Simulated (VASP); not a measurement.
Runs of VASP 6.6.1 on Pb. The structure is that of space group Fm-3m (No. 225), or close to it. The cells are those of the table. 

```tsv
task	cell	k mesh	gap on the mesh (eV)	pressure (GPa)
single point	a = 3.355 Å, angles 60.0°, 1 atom	16 × 16 × 16	none	7.4
relaxation of cell and atoms	relaxed to 25 GPa from a = 3.187 Å, angles 60.0°, 1 atom	16 × 16 × 16	none	25.0
single point	a = 3.236 Å, angles 60.0°, 1 atom	16 × 16 × 16	none	(a)
single point	a = 3.295 Å, angles 60.0°, 1 atom	16 × 16 × 16	none	12.4
single point	a = 3.296 Å, angles 60.0°, 1 atom	14 × 14 × 14	none	12.4
```

Alike in all rows: level PBEsol; potentials or basis VASP PAW PBE potentials, release 64 (Pb_d); no spin polarisation; cutoff (eV) 500; smearing gaussian 0.1 eV.

Task: Fill in the values left out.

Result: (a) 18.6.

Caveats: the PAW data sets were made with another functional, which shifts forces and pressure a little; spin-orbit coupling is left out, which moves the levels of the heavy elements; the cell is relaxed towards a set pressure, so the enthalpy falls and the energy may rise (some runs).

A k mesh can miss the band edges, and the runs leave out spin-orbit coupling on Pb.

A gap of «none» marks levels without a gap at the run's occupations.
